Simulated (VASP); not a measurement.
# H10CO6 in VASP: notebook

Runs on H10CO6. Level: PBE+D3(BJ). Tasks: single point.

All numbers are computed with VASP 6.6.1; they aren't measurements. Logs are shortened: lines on timing, memory, paths and dates and some standing lists are left out, and cuts for length are marked.

## 1. The cell of the first run

The cell holds a disordered packing, 17 atoms: a = 5.677 Å, b = 5.677 Å, c = 5.677 Å, α = 90.00°, β = 90.00°, γ = 90.00°.

## 2. Single point, PBE+D3(BJ)

File INCAR:

```
SYSTEM = H10CO6
PREC = Accurate
ENCUT = 1000
EDIFF = 1E-6
ISMEAR = -1
SIGMA = 0.02
LREAL = Auto
LASPH = .TRUE.
NELM = 120
ALGO = Normal
ISIF = 2
LWAVE = .FALSE.
LCHARG = .FALSE.
GGA = PE
IVDW = 12
NBANDS = 39
GGA_COMPAT = .FALSE.
```

File KPOINTS:

```
Automatic mesh
0
G
  1 1 1
  0 0 0
```

File POSCAR:

```
H10CO6
1.0
    5.6774110000      0.0000000000      0.0000000000
    0.0000000000      5.6774110000      0.0000000000
    0.0000000000      0.0000000000      5.6774110000
O H C
6 10 1
Direct
    0.0161517283      0.7124902530      0.0467114324
    0.2073128051      0.4277301749      0.7577397514
    0.6354833215      0.6973248898      0.7900255944
    0.8419330572      0.5149001895      0.4431597431
    0.3900017103      0.0524887136      0.9588173201
    0.7050220602      0.1225030212      1.1933960744
    0.0994643509      0.5701366345     -0.0295381116
    0.1237535912      0.8502290921      0.0133511560
    0.0679006681      0.4285227897      0.6497503880
    0.2513293471      0.2692600553      0.8217830275
    0.7791403511      0.7056913794      0.8967115469
    0.6999669392      0.6582049459      0.6225196661
    0.9037746254      0.6062798695      0.3108282983
    0.7794750107      0.3582090499      0.3926261460
    0.5645707172     -0.1448371450      0.8278245137
    0.3811420382      0.3009294201      1.2265097595
    0.4925836794      0.1585053469      1.1360636036
```

Potentials or basis: VASP PAW PBE potentials, release 64 (O_h, H_h, C_h).

On the command line:

```bash
$ cat potpaw_PBE.64/O_h/POTCAR potpaw_PBE.64/H_h/POTCAR potpaw_PBE.64/C_h/POTCAR > POTCAR
$ mpirun -np 1 vasp_gam > vasp.out
```

OUTCAR:

```text
SYSTEM = H10CO6
   PREC = Accurate
   ENCUT = 1000
   EDIFF = 1E-6
   ISMEAR = -1
   LREAL = Auto
   LASPH = .TRUE.
   NELM = 120
   ISIF = 2
   GGA = PE
   IVDW = 12
 IVDW          = 12

 ion  position               nearest neighbor table
   1  0.016  0.712  0.047-   8 1.01   7 1.03
   2  0.207  0.428  0.758-   9 1.00  10 1.00
   3  0.635  0.697  0.790-  15 1.01  11 1.02  12 1.04
   4  0.842  0.515  0.443-  13 0.98  14 1.00
   5  0.390  0.052  0.959-  17 1.31
   6  0.705  0.123  0.193-  17 1.27
   7  0.099  0.570  0.970-   1 1.03
   8  0.124  0.850  0.013-   1 1.01
   9  0.068  0.429  0.650-   2 1.00
  10  0.251  0.269  0.822-   2 1.00
  11  0.779  0.706  0.897-   3 1.02
  12  0.700  0.658  0.623-   3 1.04
  13  0.904  0.606  0.311-   4 0.98
  14  0.779  0.358  0.393-   4 1.00
  15  0.565  0.855  0.828-   3 1.01
  16  0.381  0.301  0.227-  17 1.15
  17  0.493  0.159  0.136-  16 1.15   6 1.27   5 1.31

  LATTYP: Found a simple cubic cell.
 ALAT       =     5.6774110000

  Lattice vectors:

 A1 = (   5.6774110000,   0.0000000000,   0.0000000000)
 A2 = (   0.0000000000,   5.6774110000,   0.0000000000)
 A3 = (   0.0000000000,   0.0000000000,   5.6774110000)

Analysis of symmetry for initial positions (statically):
=====================================================================
 Subroutine PRICEL returns:
 Original cell was already a primitive cell.

 Routine SETGRP: Setting up the symmetry group for a
 simple cubic supercell.

 Subroutine GETGRP returns: Found  1 space group operations
 (whereof  1 operations were pure point group operations)
 out of a pool of 48 trial point group operations.

The static configuration has the point symmetry C_1 .

Analysis of symmetry for dynamics (positions and initial velocities):
=====================================================================
 Subroutine PRICEL returns:
 Original cell was already a primitive cell.

 Routine SETGRP: Setting up the symmetry group for a
 simple cubic supercell.

 Subroutine GETGRP returns: Found  1 space group operations
 (whereof  1 operations were pure point group operations)
 out of a pool of 48 trial point group operations.

The dynamic configuration has the point symmetry C_1 .

 Subroutine INISYM returns: Found  1 space group operations
 (whereof  1 operations are pure point group operations),
 and found     1 'primitive' translations

----------------------------------------------------------------------------------------

                                     Primitive cell

  volume of cell :     183.0000

  direct lattice vectors                    reciprocal lattice vectors
     5.677411000  0.000000000  0.000000000     0.176136623  0.000000000  0.000000000
     0.000000000  5.677411000  0.000000000     0.000000000  0.176136623  0.000000000
     0.000000000  0.000000000  5.677411000     0.000000000  0.000000000  0.176136623

  length of vectors
     5.677411000  5.677411000  5.677411000     0.176136623  0.176136623  0.176136623

  position of ions in fractional coordinates (direct lattice)
     0.016151728  0.712490253  0.046711432
     0.207312805  0.427730175  0.757739751
     0.635483321  0.697324890  0.790025594
     0.841933057  0.514900189  0.443159743
     0.390001710  0.052488714  0.958817320
     0.705022060  0.122503021  0.193396074
     0.099464351  0.570136635  0.970461888
     0.123753591  0.850229092  0.013351156
     0.067900668  0.428522790  0.649750388
     0.251329347  0.269260055  0.821783027
     0.779140351  0.705691379  0.896711547
     0.699966939  0.658204946  0.622519666
     0.903774625  0.606279869  0.310828298
     0.779475011  0.358209050  0.392626146
     0.564570717  0.855162855  0.827824514
     0.381142038  0.300929420  0.226509759
     0.492583679  0.158505347  0.136063604

  ion indices of the primitive-cell ions
   primitive index   ion index
                 1           1
                 2           2
                 3           3
                 4           4
                 5           5
                 6           6
                 7           7
                 8           8
                 9           9
                10          10
                11          11
                12          12
                13          13
                14          14
                15          15
                16          16
                17          17

----------------------------------------------------------------------------------------

 KPOINTS: Automatic mesh

Automatic generation of k-mesh.
 Grid dimensions read from file:
 generate k-points for:    1    1    1

 Generating k-lattice:

  Cartesian coordinates                     Fractional coordinates (reciprocal lattice)
     0.176136623  0.000000000  0.000000000     1.000000000  0.000000000  0.000000000
     0.000000000  0.176136623  0.000000000     0.000000000  1.000000000  0.000000000
     0.000000000  0.000000000  0.176136623     0.000000000  0.000000000  1.000000000

  Length of vectors
     0.176136623  0.176136623  0.176136623

  Shift w.r.t. Gamma in fractional coordinates (k-lattice)
     0.000000000  0.000000000  0.000000000

 Subroutine IBZKPT returns following result:
 ===========================================

 Found      1 irreducible k-points:

 Following reciprocal coordinates:
            Coordinates               Weight
  0.000000  0.000000  0.000000      1.000000
   k-points           NKPTS =      1   k-points in BZ     NKDIM =      1   number of bands    NBANDS=     39
   number of dos      NEDOS =    301   number of ions     NIONS =     17
   total plane-waves  NPLWV = 216000
   dimension x,y,z NGX =    60 NGY =   60 NGZ =   60
   dimension x,y,z NGXF=   120 NGYF=  120 NGZF=  120
   ions per type =               6  10   1
   NGX,Y,Z   is equivalent  to a cutoff of  17.57, 17.57, 17.57 a.u.
   NGXF,Y,Z  is equivalent  to a cutoff of  35.14, 35.14, 35.14 a.u.
 SYSTEM =  H10CO6
   PREC   = accura    normal or accurate (medium, high low for compatibility)
   ISTART =      0    job   : 0-new  1-cont  2-samecut
   ICHARG =      2    charge: 1-file 2-atom 10-const
   ISPIN  =      1    spin polarized calculation?
   LNONCOLLINEAR =      F non collinear calculations
   LSORBIT =      F    spin-orbit coupling
   LASPH  =      T    aspherical Exc in radial PAW
   ENCUT  = 1000.0 eV  73.50 Ry    8.57 a.u.  14.64 14.64 14.64*2*pi/ulx,y,z
   NELM   =    120;   NELMIN=  2; NELMDL= -5     # of ELM steps
   EDIFF  = 0.1E-05   stopping-criterion for ELM
   LREAL  =      T    real-space projection
   EDIFFG = 0.1E-04   stopping-criterion for IOM
   NSW    =      0    number of steps for IOM
   IBRION =     -1    ionic relax: 0-MD 1-quasi-New 2-CG
   NFREE  =      0    steps in history (QN), initial steepest desc. (CG)
   ISIF   =      2    stress and relaxation
   ISYM   =      2    0-nonsym 1-usesym 2-fastsym
   POTIM  = 0.5000    time-step for ionic-motion
   TEBEG  =    0.0;   TEEND  =   0.0 temperature during run
   PSTRESS=    0.0 pullay stress
   NELECT =      50.0000    total number of electrons
   NUPDOWN=      -1.0000    fix difference up-down
   EMIN   =  10.00;   EMAX   =-10.00  energy-range for DOS
   EFERMI =   0.00;   METHOD = LEGACY
   ISMEAR =    -1;   SIGMA  =   0.02  broadening in eV -4-tet -1-fermi 0-gaus
   EFERMI_NEDOS =   21; number of points for ismear=-14 and -15
   IALGO  =     38    algorithm
   IMIX   =      4    mixing-type and parameters
     AMIX     =   0.40;   BMIX     =  1.00
     AMIX_MAG =   1.60;   BMIX_MAG =  1.00
  volume/ion in A,a.u.               =      10.76        72.64
  Fermi-wavevector in a.u.,A,eV,Ry     =   1.062302  2.007459 15.353966  1.128485
  Thomas-Fermi vector in A             =   2.197748
   LORBIT       =      0    0 simple, 1 ext, 2 COOP (PROOUT), +10 PAW based schemes
   GGA     = PE    functional components
   LHFCALC =     F    Hartree Fock is set to
   AEXX    =    0.0000 exact exchange contribution
   IVDW    =    12    specifies the selected vdW correction
   LEPSILON=     F    determine dielectric tensor
   LRPA    =     F    only Hartree local field effects (RPA)
 non-spin polarized calculation
  energy-cutoff  :     1000.00
  volume of cell :      183.00
 maximum number of plane-waves:      6603
 NGX is ok and might be reduce to    60
   NGX = 29   NGY = 29   NGZ = 29

 number of electron      49.9999997 magnetization

 Free energy of the ion-electron system (eV)
  ---------------------------------------------------
  ext. energy  EPLUGINS =         0.00000000
  ---------------------------------------------------
  free energy    TOTEN  =       -89.14911553 eV

  energy without entropy =      -89.14911553  energy(sigma->0) =      -89.14911553

 E-fermi :  -2.2512     XC(G=0):  -6.7904

 val. band max:       -2.7711440633   @ k =   0.0000   0.0000   0.0000
 cond. band min:       2.3399245288   @ k =   0.0000   0.0000   0.0000
 fundamental gap:      5.1110685921
 Fermi energy:        -2.2512040450

 k-point     1 :       0.0000    0.0000    0.0000
  band No.  band energies     occupation
      1     -23.6264      2.00000
      2     -22.6902      2.00000
      3     -21.9353      2.00000
      4     -21.3871      2.00000
      5     -20.7657      2.00000
      6     -20.3850      2.00000
      7     -11.4034      2.00000
      8     -10.5740      2.00000
      9     -10.1277      2.00000
     10      -9.9776      2.00000
     11      -9.5896      2.00000
     12      -9.0613      2.00000
     13      -7.7587      2.00000
     14      -7.2422      2.00000
     15      -6.6864      2.00000
     16      -6.4696      2.00000
     17      -6.2629      2.00000
     18      -5.5881      2.00000
     19      -5.1198      2.00000
     20      -4.1344      2.00000
     21      -3.9741      2.00000
     22      -3.5048      2.00000
     23      -3.2720      2.00000
     24      -3.1365      2.00000
     25      -2.7711      2.00000
     26       2.3399      0.00000
     27       2.5112      0.00000
     28       5.2433      0.00000
     29       5.9786      0.00000
     30       6.3395      0.00000
     31       6.4043      0.00000
     32       7.4040      0.00000
     33       7.7307      0.00000
     34       7.9525      0.00000
     35       8.2565      0.00000
     36       8.7830      0.00000
     37       9.1808      0.00000
 [bands above 37 left out]

------------------------ aborting loop because EDIFF is reached ----------------------------------------

 Edisp (eV)   -0.63630

 E8    (eV) :    -0.1354

  FORCE on cell =-STRESS in cart. coord.  units (eV):
  Direction    XX          YY          ZZ          XY          YZ          ZX
  --------------------------------------------------------------------------------------
  -------------------------------------------------------------------------------------
  Total      -2.68187    -2.40274    -1.32989    -0.54371    -0.69029    -0.01789
  in kB     -23.47993   -21.03613   -11.64330    -4.76019    -6.04355    -0.15667
  external pressure =      -18.72 kB  Pullay stress =        0.00 kB

 VOLUME and BASIS-vectors are now :
 -----------------------------------------------------------------------------
  energy-cutoff  :     1000.00
  volume of cell :      183.00
      direct lattice vectors                 reciprocal lattice vectors
     5.677411000  0.000000000  0.000000000     0.176136623  0.000000000  0.000000000
     0.000000000  5.677411000  0.000000000     0.000000000  0.176136623  0.000000000
     0.000000000  0.000000000  5.677411000     0.000000000  0.000000000  0.176136623

 POSITION                                       TOTAL-FORCE (eV/Angst)
 -----------------------------------------------------------------------------------
      0.09170      4.04510      0.26520         0.418310      0.232729     -0.056800
      1.17700      2.42840      4.30200        -0.464549     -0.010520     -0.125986
      3.60790      3.95900      4.48530         0.407002     -0.056420      0.150754
      4.78000      2.92330      2.51600        -0.465065     -0.215680      1.248920
      2.21420      0.29800      5.44360         0.418400      0.290225      0.887683
      4.00270      0.69550      1.09799        -1.626077      0.688478      0.413628
      0.56470      3.23690      5.50971         0.051703      0.654776     -0.295141
      0.70260      4.82710      0.07580        -0.575749     -0.734921      0.332205
      0.38550      2.43290      3.68890         0.703727     -0.372903      0.321110
      1.42690      1.52870      4.66560        -0.296422      0.092077     -0.497113
      4.42350      4.00650      5.09100         0.791087     -0.162196      0.327573
      3.97400      3.73690      3.53430        -0.103442     -0.197254      0.063407
      5.13110      3.44210      1.76470         0.270051      0.054396     -0.811170
      4.42540      2.03370      2.22910         0.142437      0.239772     -0.697508
      3.20530      4.85511      4.69990        -1.002734      0.562437     -0.157558
      2.16390      1.70850      1.28599         0.445569     -0.636308     -0.132072
      2.79660      0.89990      0.77249         0.885751     -0.428687     -0.971932
 -----------------------------------------------------------------------------------
    total drift:                                0.001475     -0.002122      0.000245

  FREE ENERGIE OF THE ION-ELECTRON SYSTEM (eV)
  ---------------------------------------------------
  free  energy   TOTEN  =       -89.7854197935 eV

  energy  without entropy=      -89.7854197935  energy(sigma->0) =      -89.78541979
```

Wall time 34 s (1 thread of Intel Xeon Platinum 8559C (Emerald Rapids), shared host); peak memory 0.44 GiB.

What came out:

```
Free energy                : -89.7854 eV
Pressure                   : -1.9 GPa
Largest force              : 1.814 eV/Å
Dispersion energy per atom : -0.037 eV
```

Forces in eV/Å, atoms in the order of the input:
```
O    0.418  0.233 -0.057
O   -0.465 -0.011 -0.126
O    0.407 -0.056  0.151
O   -0.465 -0.216  1.249
O    0.418  0.290  0.888
O   -1.626  0.688  0.414
H    0.052  0.655 -0.295
H   -0.576 -0.735  0.332
H    0.704 -0.373  0.321
H   -0.296  0.092 -0.497
H    0.791 -0.162  0.328
H   -0.103 -0.197  0.063
H    0.270  0.054 -0.811
H    0.142  0.240 -0.698
H   -1.003  0.562 -0.158
H    0.446 -0.636 -0.132
C    0.886 -0.429 -0.972
```

Caveat: the k points lie up to 1.11 Å⁻¹ apart, too coarse for converged energies, forces and pressures; the atoms stand as in a frame of molecular dynamics.

## 3. Single point, PBE+D3(BJ)

File INCAR:

```
PREC     = Accurate       # precision mode
ENCUT    = 1000           # plane-wave cutoff, eV
EDIFF    = 1E-6           # SCF threshold, eV
ISMEAR   = -1             # smearing method
SIGMA    = 0.02           # smearing width, eV
LREAL    = Auto         
LASPH    = T              # aspherical terms in the spheres
NELM     = 120            # most SCF steps
ALGO     = Normal         # electronic algorithm
ISIF     = 2              # what is computed and relaxed
LWAVE    = F              # write WAVECAR
LCHARG   = F              # write CHGCAR
GGA      = PE             # functional
IVDW     = 12             # dispersion correction
NBANDS   = 39             # bands
GGA_COMPAT= F
```

File KPOINTS:

```
Automatic mesh
0
Gamma
  1 1 1
```

File POSCAR:

```
H10CO6
1.0
    5.6774110000      0.0000000000      0.0000000000
    0.0000000000      5.6774110000      0.0000000000
    0.0000000000      0.0000000000      5.6774110000
O H C
6 10 1
Direct
    0.0442983606      0.7051805832      0.0735194264
    0.2104480370      0.4328909779      0.7467135989
    0.6830402097      0.7140754826      0.8393086215
    0.8289165607      0.5053007436      0.4386682592
    0.3673329269      0.0411983561      0.9363775143
    0.6762589497      0.1352905400      1.1688250155
    0.1237712049      0.5850377928     -0.0359670984
    0.1370342926      0.8489432948      0.0360375530
    0.1100501619      0.4226926675      0.6132020387
    0.2775913176      0.2692248280      0.7727818190
    0.8301847444      0.7378539267      0.9418377496
    0.7058322887      0.6549816457      0.6721197391
    0.8892961950      0.5996923598      0.3036419241
    0.7407249537      0.3776545330      0.3548272267
    0.5560809320     -0.1485184004      0.8625234284
    0.3486272176      0.2784191597      1.2198165678
    0.4676603473      0.1479019222      1.1173050533
```

Potentials or basis: VASP PAW PBE potentials, release 64 (O_h, H_h, C_h).

On the command line:

```bash
$ cat potpaw_PBE.64/O_h/POTCAR potpaw_PBE.64/H_h/POTCAR potpaw_PBE.64/C_h/POTCAR > POTCAR
$ mpirun -np 1 vasp_gam > vasp.out
```

Run time: 21 s. Hardware: 1 thread of AMD EPYC 9R45 (Zen 5), shared host; peak memory 0.4 GiB.

It converged, with:

| Quantity | Value |
| --- | --- |
| Free energy | -89.8853 eV |
| Pressure | -0.7 GPa |
| Largest force | 2.258 eV/Å |
| Dispersion energy per atom | -0.038 eV |

Forces in eV/Å, atoms in the order of the input:
```
O    0.638  0.129 -0.490
O    1.550 -0.811  0.878
O   -2.057  0.688 -0.625
O   -0.514  0.067 -0.308
O    0.811 -0.220  1.046
O    0.613 -0.036  0.629
H   -0.333 -0.038  0.101
H    0.010  0.095  0.278
H   -1.214  0.097 -1.091
H   -0.541  0.948  0.142
H    0.754 -0.194  0.080
H    0.335 -0.083  0.194
H    0.208 -0.032  0.449
H    0.403 -0.028  0.360
H    0.368 -0.431 -0.184
H    0.289 -0.781 -0.448
C   -1.323  0.631 -1.011
```

Stress tensor (GPa, compression positive):
```
 1.19  1.19  2.29
 1.19 -2.32 -1.71
 2.29 -1.71 -0.96
```

Levels at points of the mesh, in eV from the Fermi level:
```csv
k point,band 21,band 22,band 23,band 24,band 25,band 26,band 27,band 28,band 29,band 30
"(0.00, 0.00, 0.00)",-1.38,-1.22,-1.15,-0.76,-0.50,4.82,5.08,7.77,8.45,8.93
```

Caveat: the k points lie up to 1.11 Å⁻¹ apart, too coarse for converged energies, forces and pressures; the atoms stand as in a frame of molecular dynamics.
